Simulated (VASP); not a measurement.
Set up this calculation in VASP 6.6.1, as the native input.

| Property | Result |
| --- | --- |
| Task | single point |
| Functional | PBE |
| Potentials or basis | VASP PAW PBE potentials, release 64 (Bi_d, S) |
| Cutoff | 520 eV |
| k mesh | 6 × 6 × 2 |
| Occupations | gaussian, width 0.1 eV |
| Spin | no spin polarisation |
| Dipole correction | no |
| Further INCAR settings | ALGO = Normal; EDIFF = 1e-06; NBANDS = 45 |

The structure of Bi2S lies in POSCAR:

```
Bi2S
1.0
    5.2181311400      0.0000000000      0.0000000000
   -2.6090655700      4.5190341300      0.0000000000
    0.0000000000      0.0000000000      7.6003170500
Bi S
4 2
Direct
    0.3333333300      0.6666666700      0.8335775300
    0.3333333300      0.6666666700      0.1664224700
    0.6666666700      0.3333333300      0.1664224700
    0.6666666700      0.3333333300      0.8335775300
    0.3333333300      0.6666666700      0.5000000000
    0.6666666700      0.3333333300      0.5000000000
```

One way to write it, as run:

INCAR

```
SYSTEM = Bi2S
PREC     = Accurate       ! precision mode
ENCUT    = 520            ! plane-wave cutoff, eV
EDIFF    = 1E-6           ! SCF threshold, eV
ISMEAR   = 0              ! smearing method
SIGMA    = 0.1            ! smearing width, eV
LREAL    = .False.        ! projectors in reciprocal space
LASPH    = .True.         ! aspherical terms in the spheres
NELM     = 100            ! most SCF steps
ALGO     = Normal         ! electronic algorithm
ISIF     = 2              ! what is computed and relaxed
LWAVE    = .False.        ! write WAVECAR
LCHARG   = .False.        ! write CHGCAR
GGA      = PE             ! functional
NBANDS   = 45             ! bands
```

KPOINTS

```
Automatic mesh
0
Gamma
  6 6 2
  0 0 0
```

Potentials or basis: VASP PAW PBE potentials, release 64 (Bi_d, S).

Run with:

```bash
$ cat potpaw_PBE.64/Bi_d/POTCAR potpaw_PBE.64/S/POTCAR > POTCAR
$ mpirun -np 1 vasp_std > vasp.out
```

It gave:

```
Pressure               : 20.7 GPa
Largest force          : 6.076 eV/Å
Band gap on the k mesh : zero (band 36 reaches 6.59 eV, above the bottom of band 37 at 5.35 eV)
```

Caveat: the k points lie up to 0.41 Å⁻¹ apart; spin-orbit coupling is left out, which moves the levels of the heavy elements; forces of over 1 eV/Å act on the atoms, so gaps and moduli don't describe the material at rest.

It took 54 s on 1 thread of Intel(R) Xeon(R) 6975P-C (Granite Rapids) (shared host), peak memory 0.33 GiB.
